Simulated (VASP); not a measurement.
# CrO2 (P4_2/mnm) in VASP: single point with r2SCAN

Aim: the single point of CrO2 with r2SCAN.

All numbers are computed with VASP 6.6.1; they aren't measurements. Logs are shortened: lines on timing, memory, paths and dates and some standing lists are left out, and cuts for length are marked.

### Step 1. The cell of the first run

It takes space group P4_2/mnm (No. 136, tetragonal). The conventional cell has a = 4.403 Å, b = 4.403 Å, c = 2.913 Å, α = 90.00°, β = 90.00°, γ = 90.00°. Within 2.5 Å of Cr (site symmetry mmm) lie 6 O at 1.89 to 1.91 Å. Within 2.5 Å of O (site symmetry m2m) lie 3 Cr at 1.89 to 1.91 Å and 1 O at 2.46 Å.

### Step 2. Single point, r2SCAN, collinear spin, ferromagnetic start (9.41 Å³/atom)

The input, POSCAR:

```
CrO2
1.0
    4.4030649854      0.0000000000      0.0000000000
    0.0000000000      4.4030649854      0.0000000000
    0.0000000000      0.0000000000      2.9128415364
Cr O
2 4
Direct
    0.0000000000      0.0000000000      0.0000000000
    0.5000000000      0.5000000000      0.5000000000
    0.3027490062      0.3027490062      0.0000000000
    0.1972509938      0.8027490062      0.5000000000
    0.6972509938      0.6972509938      0.0000000000
    0.8027490062      0.1972509938      0.5000000000
```

The input, INCAR.step1:

```
ALGO = Normal
EDIFF = 1E-5
ENCUT = 660
GGA = PE
GGA_COMPAT = False
ISMEAR = 0
ISPIN = 2
LASPH = True
LCHARG = False
LMAXMIX = 4
LREAL = False
LWAVE = True
MAGMOM = 2 2 0 0 0 0
NBANDS = 37
NELM = 200
PREC = Accurate
SIGMA = 0.05
```

The input, INCAR.step2:

```
ALGO = Normal
EDIFF = 1E-6
ENCUT = 660
GGA_COMPAT = False
ISIF = 2
ISMEAR = 0
ISPIN = 2
ISTART = 1
LASPH = True
LCHARG = True
LELF = True
LMAXMIX = 4
LMIXTAU = True
LORBIT = 11
LREAL = False
LVHAR = True
LWAVE = False
MAGMOM = 2 2 0 0 0 0
METAGGA = R2SCAN
NBANDS = 37
NELM = 200
PREC = Accurate
SIGMA = 0.05
```

The input, KPOINTS:

```
k-points
0
Gamma
  6 6 10
```

Potentials or basis: VASP PAW PBE potentials, release 64 (Cr_pv, O).

Started as:

```console
$ cat potpaw_PBE.64/Cr_pv/POTCAR potpaw_PBE.64/O/POTCAR > POTCAR
$ cp INCAR.step1 INCAR
$ mpirun -np 1 vasp_std > vasp.out
$ cp INCAR.step2 INCAR
$ mpirun -np 1 vasp_std > vasp.out
```

OUTCAR:

```text
EDIFF = 1E-6
   ENCUT = 660
   ISIF = 2
   ISMEAR = 0
   ISPIN = 2
   ISTART = 1
   LASPH = True
   LORBIT = 11
   LREAL = False
   METAGGA = R2SCAN
   NELM = 200
   PREC = Accurate

 ion  position               nearest neighbor table
   1  0.000  0.000  0.000-   3 1.89   5 1.89   4 1.91   6 1.91   4 1.91   6 1.91
   2  0.500  0.500  0.500-   4 1.89   6 1.89   5 1.91   3 1.91   3 1.91   5 1.91
   3  0.303  0.303  0.000-   1 1.89   2 1.91   2 1.91
   4  0.197  0.803  0.500-   2 1.89   1 1.91   1 1.91
   5  0.697  0.697  0.000-   1 1.89   2 1.91   2 1.91
   6  0.803  0.197  0.500-   2 1.89   1 1.91   1 1.91

  LATTYP: Found a simple tetragonal cell.
 ALAT       =     4.4030649854
 C/A-ratio  =     0.6615486135

  Lattice vectors:

 A1 = (   4.4030649854,   0.0000000000,   0.0000000000)
 A2 = (   0.0000000000,   4.4030649854,   0.0000000000)
 A3 = (   0.0000000000,   0.0000000000,   2.9128415364)

Analysis of symmetry for initial positions (statically):
=====================================================================
 Subroutine PRICEL returns:
 Original cell was already a primitive cell.

 Routine SETGRP: Setting up the symmetry group for a
 simple tetragonal supercell.

 Subroutine GETGRP returns: Found 16 space group operations
 (whereof  8 operations were pure point group operations)
 out of a pool of 16 trial point group operations.

The static configuration has the point symmetry D_2h.
 The point group associated with its full space group is D_4h.

Analysis of symmetry for dynamics (positions and initial velocities):
=====================================================================
 Subroutine PRICEL returns:
 Original cell was already a primitive cell.

 Routine SETGRP: Setting up the symmetry group for a
 simple tetragonal supercell.

 Subroutine GETGRP returns: Found 16 space group operations
 (whereof  8 operations were pure point group operations)
 out of a pool of 16 trial point group operations.

The dynamic configuration has the point symmetry D_2h.
 The point group associated with its full space group is D_4h.

Analysis of structural, dynamic, and magnetic symmetry:
=====================================================================
 Subroutine PRICEL returns:
 Original cell was already a primitive cell.

 Routine SETGRP: Setting up the symmetry group for a
 simple tetragonal supercell.

 Subroutine GETGRP returns: Found 16 space group operations
 (whereof  8 operations were pure point group operations)
 out of a pool of 16 trial point group operations.

The overall configuration has the point symmetry D_2h.
 The point group associated with its full space group is D_4h.

 Subroutine INISYM returns: Found 16 space group operations
 (whereof  8 operations are pure point group operations),
 and found     1 'primitive' translations

----------------------------------------------------------------------------------------

                                     Primitive cell

  volume of cell :      56.4712

  direct lattice vectors                    reciprocal lattice vectors
     4.403064985  0.000000000  0.000000000     0.227114522  0.000000000  0.000000000
     0.000000000  4.403064985  0.000000000     0.000000000  0.227114522  0.000000000
     0.000000000  0.000000000  2.912841536     0.000000000  0.000000000  0.343307381

  length of vectors
     4.403064985  4.403064985  2.912841536     0.227114522  0.227114522  0.343307381

  position of ions in fractional coordinates (direct lattice)
     0.000000000  0.000000000  0.000000000
     0.500000000  0.500000000  0.500000000
     0.302749006  0.302749006  0.000000000
     0.197250994  0.802749006  0.500000000
     0.697250994  0.697250994  0.000000000
     0.802749006  0.197250994  0.500000000

  ion indices of the primitive-cell ions
   primitive index   ion index
                 1           1
                 2           2
                 3           3
                 4           4
                 5           5
                 6           6

[... 33 lines left out ...]
  0.333333  0.166667  0.000000      8.000000
[... 16 lines left out ...]
  0.333333  0.000000  0.200000      8.000000
  0.500000  0.000000  0.200000      4.000000
 [... further k-points ...]
   k-points           NKPTS =     60   k-points in BZ     NKDIM =     60   number of bands    NBANDS=     37
   number of dos      NEDOS =    301   number of ions     NIONS =      6
   total plane-waves  NPLWV =  38400
   dimension x,y,z NGX =    40 NGY =   40 NGZ =   24
   dimension x,y,z NGXF=    80 NGYF=   80 NGZF=   48
   ions per type =               2   4
   NGX,Y,Z   is equivalent  to a cutoff of  15.10, 15.10, 13.70 a.u.
   NGXF,Y,Z  is equivalent  to a cutoff of  30.21, 30.21, 27.40 a.u.
 SYSTEM =  unknown system
   PREC   = accura    normal or accurate (medium, high low for compatibility)
   ISTART =      1    job   : 0-new  1-cont  2-samecut
   ICHARG =      0    charge: 1-file 2-atom 10-const
   ISPIN  =      2    spin polarized calculation?
   LNONCOLLINEAR =      F non collinear calculations
   LSORBIT =      F    spin-orbit coupling
   LASPH  =      T    aspherical Exc in radial PAW
   ENCUT  =  660.0 eV  48.51 Ry    6.96 a.u.   9.22  9.22  6.10*2*pi/ulx,y,z
   NELM   =    200;   NELMIN=  2; NELMDL=  0     # of ELM steps
   EDIFF  = 0.1E-05   stopping-criterion for ELM
   LREAL  =      F    real-space projection
   EDIFFG = 0.1E-04   stopping-criterion for IOM
   NSW    =      0    number of steps for IOM
   IBRION =     -1    ionic relax: 0-MD 1-quasi-New 2-CG
   NFREE  =      0    steps in history (QN), initial steepest desc. (CG)
   ISIF   =      2    stress and relaxation
   ISYM   =      2    0-nonsym 1-usesym 2-fastsym
   POTIM  = 0.5000    time-step for ionic-motion
   TEBEG  =    0.0;   TEEND  =   0.0 temperature during run
   PSTRESS=    0.0 pullay stress
   NELECT =      48.0000    total number of electrons
   NUPDOWN=      -1.0000    fix difference up-down
   EMIN   =  10.00;   EMAX   =-10.00  energy-range for DOS
   EFERMI =   0.00;   METHOD = LEGACY
   ISMEAR =     0;   SIGMA  =   0.05  broadening in eV -4-tet -1-fermi 0-gaus
   EFERMI_NEDOS =   21; number of points for ismear=-14 and -15
   IALGO  =     38    algorithm
   IMIX   =      4    mixing-type and parameters
     AMIX     =   0.40;   BMIX     =  1.00
     AMIX_MAG =   1.60;   BMIX_MAG =  1.00
  volume/ion in A,a.u.               =       9.41        63.51
  Fermi-wavevector in a.u.,A,eV,Ry     =   1.550766  2.930523 32.720307  2.404875
  Thomas-Fermi vector in A             =   2.655382
   LORBIT       =     11    0 simple, 1 ext, 2 COOP (PROOUT), +10 PAW based schemes
   METAGGA = R2SCAN    functional components
   LHFCALC =     F    Hartree Fock is set to
   AEXX    =    0.0000 exact exchange contribution
   IVDW    =     0    specifies the selected vdW correction
   LEPSILON=     F    determine dielectric tensor
   LRPA    =     F    only Hartree local field effects (RPA)
 spin polarized calculation
 Gauss-broadening in eV      SIGMA  =   0.05
  energy-cutoff  :      660.00
  volume of cell :       56.47
 maximum number of plane-waves:      2196
 NGX is ok and might be reduce to    40
   NGX = 19   NGY = 19   NGZ = 13

 number of electron      47.9999998 magnetization       4.0000001

 Free energy of the ion-electron system (eV)
  ---------------------------------------------------
  ext. energy  EPLUGINS =         0.00000000
  ---------------------------------------------------
  free energy    TOTEN  =       -67.16193932 eV

  energy without entropy =      -67.16065795  energy(sigma->0) =      -67.16129863

 E-fermi :   5.3790     XC(G=0): -12.7810

 val. band max:        5.3715722909   @ k =   0.1667   0.1667   0.5000
 cond. band min:       5.3889599453   @ k =   0.3333   0.3333   0.4000
 fundamental gap:      0.0173876544
 Fermi energy:         5.3790378273

 spin component 1

 k-point     1 :       0.0000    0.0000    0.0000
  band No.  band energies     occupation
      1     -41.2644      1.00000
      2     -41.2644      1.00000
      3     -41.1475      1.00000
      4     -41.1475      1.00000
      5     -41.0723      1.00000
      6     -41.0572      1.00000
[... 925 lines left out ...]
     35      17.0952      0.00000
     36      17.0952      0.00000

 [... further k-points ...]

 spin component 2

 k-point     1 :       0.0000    0.0000    0.0000
  band No.  band energies     occupation
      1     -38.4851      1.00000
      2     -38.4851      1.00000
      3     -38.1662      1.00000
      4     -38.1662      1.00000
      5     -37.8971      1.00000
      6     -37.8779      1.00000
[... 925 lines left out ...]
     35      17.3257      0.00000
     36      17.3257      0.00000

 [... further k-points ...]

 [bands above 36 left out]

------------------------ aborting loop because EDIFF is reached ----------------------------------------

  FORCE on cell =-STRESS in cart. coord.  units (eV):
  Direction    XX          YY          ZZ          XY          YZ          ZX
  --------------------------------------------------------------------------------------
  -------------------------------------------------------------------------------------
  Total        0.2428406      0.2428406      0.3322397     -0.0000000      0.0000000      0.0000000
  in kB        6.8897723      6.8897723      9.4261650     -0.0000000      0.0000000      0.0000000
  external PRESSURE =       7.7352366 kB  Pullay stress =       0.0000000 kB

 VOLUME and BASIS-vectors are now :
 -----------------------------------------------------------------------------
  energy-cutoff  :      660.00
  volume of cell :       56.47
      direct lattice vectors                 reciprocal lattice vectors
     4.403064985  0.000000000  0.000000000     0.227114522  0.000000000  0.000000000
     0.000000000  4.403064985  0.000000000     0.000000000  0.227114522  0.000000000
     0.000000000  0.000000000  2.912841536     0.000000000  0.000000000  0.343307381

 POSITION                                       TOTAL-FORCE (eV/Angst)
 -----------------------------------------------------------------------------------
      0.00000      0.00000      0.00000        -0.000000      0.000000     -0.000000
      2.20153      2.20153      1.45642        -0.000000      0.000000     -0.000000
      1.33302      1.33302      0.00000        -0.002713     -0.002713      0.000000
      0.86851      3.53456      1.45642         0.002713     -0.002713      0.000000
      3.07004      3.07004      0.00000         0.002713      0.002713     -0.000000
      3.53456      0.86851      1.45642        -0.002713      0.002713     -0.000000
 -----------------------------------------------------------------------------------
    total drift:                               -0.000000      0.000000      0.000000

  FREE ENERGIE OF THE ION-ELECTRON SYSTEM (eV)
  ---------------------------------------------------
  free  energy   TOTEN  =       -67.1619393180 eV

  energy  without entropy=      -67.1606579491  energy(sigma->0) =      -67.16129863

 total charge

# of ion       s       p       d       tot
------------------------------------------
    1        0.656   6.467   3.973  11.096
    2        0.656   6.467   3.973  11.096
    3        1.574   3.502   0.000   5.075
    4        1.574   3.502   0.000   5.075
    5        1.574   3.502   0.000   5.075
    6        1.574   3.502   0.000   5.075
--------------------------------------------------
tot          7.608  26.940   7.946  42.494

 magnetization (x)

# of ion       s       p       d       tot
------------------------------------------
    1        0.169   0.035   2.148   2.352
    2        0.169   0.035   2.148   2.352
    3       -0.003  -0.122   0.000  -0.125
    4       -0.003  -0.122   0.000  -0.125
    5       -0.003  -0.122   0.000  -0.125
    6       -0.003  -0.122   0.000  -0.125
--------------------------------------------------
tot          0.325  -0.417   4.296   4.205
```

It took 26 min on 1 thread of Oxide Virtual Turin-like, shared host; peak memory 0.37 GiB.

Results:

| Item | Value |
| --- | --- |
| Free energy | -67.1619 eV |
| Pressure | 0.8 GPa |
| Largest force | 0.004 eV/Å |
| Band gap on the k mesh | zero (filled and empty bands overlap) |
| Net moment | 4.00 μB per cell |
| Site moments | Cr +2.35; O -0.12 μB |
| Valence electrons inside the program's atomic spheres | Cr 11.10; O 5.08 |

Forces on the atoms (eV/Å):
```
Cr   0.000  0.000  0.000
Cr   0.000  0.000  0.000
O   -0.003 -0.003  0.000
O    0.003 -0.003  0.000
O    0.003  0.003  0.000
O   -0.003  0.003  0.000
```

Stress tensor (GPa, compression positive):
```
0.69 0.00 0.00
0.00 0.69 0.00
0.00 0.00 0.94
```

Caveat: the PAW data sets were made with another functional, which shifts forces and pressure a little; semilocal functionals often make such compounds metallic where correlation or magnetic order opens a gap, which also shifts bond lengths; the run started ferromagnetic, and an antiferromagnetic order may lie lower in energy. With open d or f shells a metallic result of r2SCAN can be an artefact of self-interaction; +U or a hybrid may open a gap.
